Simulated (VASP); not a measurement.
Set up this calculation in VASP 6.6.1, as the native input.

* Task: single point
* Functional: PBEsol
* Potentials or basis: VASP PAW PBE potentials, release 64 (P)
* Cutoff: 520 eV
* k mesh: 12 × 12 × 12
* Occupations: gaussian, width 0.15 eV
* Spin: no spin polarisation
* Dipole correction: no
* Further INCAR settings: ALGO = Normal; EDIFF = 1e-06; NBANDS = 8

The structure of P lies in POSCAR:

```
P
1.0
    4.4865501003      0.0000000000      0.0000000000
    0.0000000000      4.4865501003      0.0000000000
    0.0000000000      0.0000000000      4.3780000000
P
1
Direct
    0.0000000000      0.0000000000      0.0000000000
```

This cell differs from its parent crystal: strain +0.050 along x and y, +0.000 along z.

These files were run (other wordings do the same):

INCAR

```
ALGO     = Normal         # electronic algorithm
EDIFF    = 1E-6           # SCF threshold, eV
ENCUT    = 520            # plane-wave cutoff, eV
GGA      = PS             # functional
ISIF     = 2              # what is computed and relaxed
ISMEAR   = 0              # smearing method
LASPH    = T              # aspherical terms in the spheres
LCHARG   = F              # write CHGCAR
LREAL    = F              # projectors in reciprocal space
LWAVE    = F              # write WAVECAR
NBANDS   = 8              # bands
NELM     = 60             # most SCF steps
PREC     = Accurate       # precision mode
SIGMA    = 0.15           # smearing width, eV
```

KPOINTS

```
k-points
0
Gamma
  12 12 12
```

Potentials or basis: VASP PAW PBE potentials, release 64 (P).

Launch:

```bash
$ cat potpaw_PBE.64/P/POTCAR > POTCAR
$ mpirun -np 1 vasp_std > vasp.out
```

Results of the run:

| Property | Result |
| --- | --- |
| Pressure | -3.1 GPa |

Caveat: the cell differs from its parent crystal (strain +0.050 along x and y, +0.000 along z); the PAW data sets were made with another functional, which shifts forces and pressure a little.

Run time: 94 s on 1 thread of AMD EPYC 7R43 64-Core Processor (Zen 3), with other jobs on the host, peak memory 0.23 GiB.
